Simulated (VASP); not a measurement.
Wanted: the native input for a VASP 6.6.1 run.

| Quantity | Value |
| --- | --- |
| Task | relaxation of cell and atoms |
| Functional | PBE |
| Potentials or basis | VASP PAW PBE potentials, release 64 (Ba_sv, Zn, O) |
| Cutoff | 600 eV |
| k mesh | 4 × 4 × 4 |
| Occupations | gaussian, width 0.1 eV |
| Spin | no spin polarisation |
| Dipole correction | no |
| Further INCAR settings | ALGO = Normal; EDIFF = 1e-06; IBRION = 2; EDIFFG = -0.04; NSW = 90; ISIF = 3 |

The structure of Ba3ZnO4 lies in POSCAR:

```
Ba3ZnO4
1.0
    5.0913288300      0.0000000000      0.0000000000
    0.0000000000      5.0913288300      0.0000000000
    0.0000000000      0.0000000000      5.0913288300
Ba Zn O
3 1 4
Direct
    0.0000000000      0.5000000000      0.5000000000
    0.5000000000      0.0000000000      0.5000000000
    0.5000000000      0.5000000000      0.0000000000
    0.0000000000      0.0000000000      0.0000000000
    0.5000000000      0.0000000000      0.0000000000
    0.5000000000      0.5000000000      0.5000000000
    0.0000000000      0.0000000000      0.5000000000
    0.0000000000      0.5000000000      0.0000000000
```

The cell was built from a structure type or drawn by symmetry, and may not be a known phase.

These files were run (other wordings do the same):

INCAR

```
SYSTEM = Ba3ZnO4
  PREC = Accurate
  ENCUT = 600
  EDIFF = 1E-6
  ISMEAR = 0
  SIGMA = 0.1
  LREAL = .FALSE.
  LASPH = .TRUE.
  NELM = 100
  ALGO = Normal
  ISIF = 3
  LWAVE = .FALSE.
  LCHARG = .FALSE.
  GGA = PE
  IBRION = 2
  NSW = 90
  EDIFFG = -0.04
```

KPOINTS

```
Automatic mesh
0
G
  4 4 4
  0 0 0
```

Potentials or basis: VASP PAW PBE potentials, release 64 (Ba_sv, Zn, O).

The run is started by

```sh
$ cat potpaw_PBE.64/Ba_sv/POTCAR potpaw_PBE.64/Zn/POTCAR potpaw_PBE.64/O/POTCAR > POTCAR
$ mpirun -np 1 vasp_std > vasp.out
```

Results of the run:

```yaml
Relaxed_volume: 20.05 Å³/atom
Relaxed_cell: a = 5.433 Å, b = 5.433 Å, c = 5.433 Å, α = 90.00°, β = 90.00°, γ = 90.00°
Space_group_after_relaxing_to_0.1_Å: Pm-3m (No. 221)
Energy_gained_by_relaxing: 201.9 meV/atom
Ionic_steps: 3
Pressure_after_relaxing: 0.1 GPa
Band_gap_on_the_k_mesh: zero (filled and empty bands touch)
```

Caveat: the volume moved by over 15 % at a fixed basis, so the end points are rough; spin-orbit coupling is left out, which moves the levels of the heavy elements.

It took 3 min on 1 thread of Intel(R) Xeon(R) Platinum 8259CL CPU @ 2.50GHz (Skylake/Cascade Lake), on a shared host, peak memory 0.3 GiB.
